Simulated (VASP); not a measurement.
Set up this calculation in VASP 6.6.1, as the native input.

```
Task                   : single point
Functional             : PBE
Potentials or basis    : VASP PAW PBE potentials, release 64 (Ta_pv, Si)
Cutoff                 : 520 eV
k mesh                 : 4 × 4 × 6
Occupations            : gaussian, width 0.1 eV
Spin                   : no spin polarisation
Dipole correction      : no
Further INCAR settings : ALGO = Normal; EDIFF = 1e-06; NBANDS = 16
```

The structure of TaSi2 lies in POSCAR:

```
TaSi2
1.0
    2.2169558901     -3.8370822382      0.0000000000
    2.2169558901      3.8370822382      0.0000000000
    0.0000000000      0.0000000000      2.6117938701
Ta Si
1 2
Direct
    0.5000000000      0.5000000000      0.0000000000
    0.8332732041      0.1667267959      0.5000000000
    0.1667267959      0.8332732041      0.5000000000
```

The cell was generated, and may not be a known phase.

These files were run (other wordings do the same):

INCAR

```
  PREC = Accurate
  ENCUT = 520
  EDIFF = 1E-6
  ISMEAR = 0
  SIGMA = 0.1
  LREAL = False
  LASPH = True
  NELM = 60
  ALGO = Normal
  ISIF = 2
  LWAVE = False
  LCHARG = True
  GGA = PE
  LELF = True
  LVHAR = True
  NBANDS = 16
```

KPOINTS

```
regular mesh
0
Gamma
  4 4 6
```

Potentials or basis: VASP PAW PBE potentials, release 64 (Ta_pv, Si).

Launch:

```bash
$ cat potpaw_PBE.64/Ta_pv/POTCAR potpaw_PBE.64/Si/POTCAR > POTCAR
$ mpirun -np 1 vasp_std > vasp.out
```

Results of the run:

```yaml
Pressure: 0.1 GPa
Largest_force: 0.003 eV/Å
Band_gap_on_the_k_mesh: zero (an odd number of electrons rules out a gap without spin polarisation)
```

Caveat: the k points lie up to 0.41 Å⁻¹ apart, too coarse for converged energies and pressures of a metal; spin-orbit coupling is left out, which moves the levels of the heavy elements.

Run time: 23 s on 1 thread of Intel Xeon 8259CL (shared host), peak memory 0.17 GiB.
